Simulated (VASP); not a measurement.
## CdF2: single point with LDA

CdF2:

```
Cd F
1.0
     0.00000    2.69418    2.69418
     2.69418    0.00000    2.69418
     2.69418    2.69418    0.00000
Cd F
1 2
Direct
  0.00000 0.00000 0.00000
  0.25000 0.25000 0.25000
  0.75000 0.75000 0.75000
```

```
Program                : VASP 6.6.1
Task                   : single point
Functional             : LDA
Potentials or basis    : VASP PAW LDA potentials, release 64 (Cd, F)
Cutoff                 : 520 eV
k mesh                 : 8 × 8 × 8
Occupations            : gaussian, width 0.01 eV
Spin                   : no spin polarisation
Dipole correction      : no
Further INCAR settings : ALGO = Normal; EDIFF = 1e-07; NBANDS = 20
```

The pressure is -4.7 GPa. The band gap on the k mesh is 2.80 eV (least direct gap 3.28 eV).

Levels at points of the mesh, in eV from the valence-band top:
```csv
k point,band 11,band 12,band 13,band 14,band 15,band 16
"(0.00, 0.00, 0.00)",-0.48,-0.48,-0.48,2.80,12.31,12.31
"(0.50, 0.00, 0.00)",-1.90,-0.39,-0.39,6.95,8.79,14.14
"(0.50, 0.50, 0.00)",-0.52,-0.09,-0.09,7.75,9.34,11.45
```

Run time: 35 s on 1 thread of Intel Xeon 8259CL, on a shared host, peak memory 0.15 GiB.

Caveat: the cell stands under tension. A k mesh can miss the band edges.
